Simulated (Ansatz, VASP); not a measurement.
## One calculation of HfC, two programs

Contents of INCAR:

```
SYSTEM = HfC
PREC = Accurate
ENCUT = 600
EDIFF = 1E-6
ISMEAR = -1
SIGMA = 0.05
LREAL = .FALSE.
LASPH = .TRUE.
NELM = 60
ALGO = Normal
ISIF = 3
LWAVE = .FALSE.
LCHARG = .FALSE.
GGA = B5
ALDAX = 1.0
AGGAX = 1.0
AGGAC = 1.0
ALDAC = 0.0
IVDW = 12
VDW_S6 = 1.0
VDW_S8 = 2.6996
VDW_A1 = 0.4298
VDW_A2 = 4.2359
IBRION = 2
NSW = 60
EDIFFG = -0.01
```

KPOINTS

```
Automatic mesh
0
G
  10 10 10
  0 0 0
```

Contents of POSCAR:

```
HfC
1.0
    0.0000000000      2.3250000000      2.3250000000
    2.3250000000      0.0000000000      2.3250000000
    2.3250000000      2.3250000000      0.0000000000
Hf C
1 1
Direct
    0.5000000000      0.5000000000      0.5000000000
    0.0000000000      0.0000000000      0.0000000000
```

input.yaml

```yaml
crystal:
  lattice:
    - [0.0, 2.325, 2.325]
    - [2.325, 0.0, 2.325]
    - [2.325, 2.325, 0.0]
  atoms:
    - { symbol: Hf, position: [0.5, 0.5, 0.5] }
    - { symbol: C, position: [0.0, 0.0, 0.0] }
hamiltonian:
  xc: blyp
  pseudopotentials: { kind: paw }
  dispersion: d3bj
kpoints:
  mp_grid: { grid: [10, 10, 10] }
scf:
  occupations: { method: fermi_dirac, width: 0.05 }
output:
  forces: true
  stress: true
relax:
  f_tol: 0.01
  max_steps: 40
  cell: { stress_tol: 0.05 }
```

Alike in both runs: task relaxation of cell and atoms; functional BLYP; dispersion D3(BJ); k mesh 10 × 10 × 10; occupations fermi-dirac, width 0.05 eV; no spin polarisation.

```csv
,VASP,Ansatz
version,VASP 6.6.1,Ansatz 0.2.0
potentials or method,"VASP PAW PBE potentials, release 64 (Hf_pv, C)",Ansatz PAW
plane-wave cutoff (eV),600,420
valence electrons in the cell,14,30
```

```tsv
	VASP	Ansatz	Ansatz less VASP
relaxed volume (Å³/atom)	12.36	12.36	-0.003
relaxed cell length with the largest relative difference (Å)	3.270	3.270	-0.0003
```

VASP's potentials were made for PBE, not for BLYP. VASP's potentials hold 14 valence electrons a cell and Ansatz's 30, so a difference there can come from the potentials and not from the codes.

Spin-orbit coupling is off throughout. Noted on Ansatz's run: the plane-wave basis is chosen anew once the cell has moved, so the energies of steps on either side of that aren't comparable.
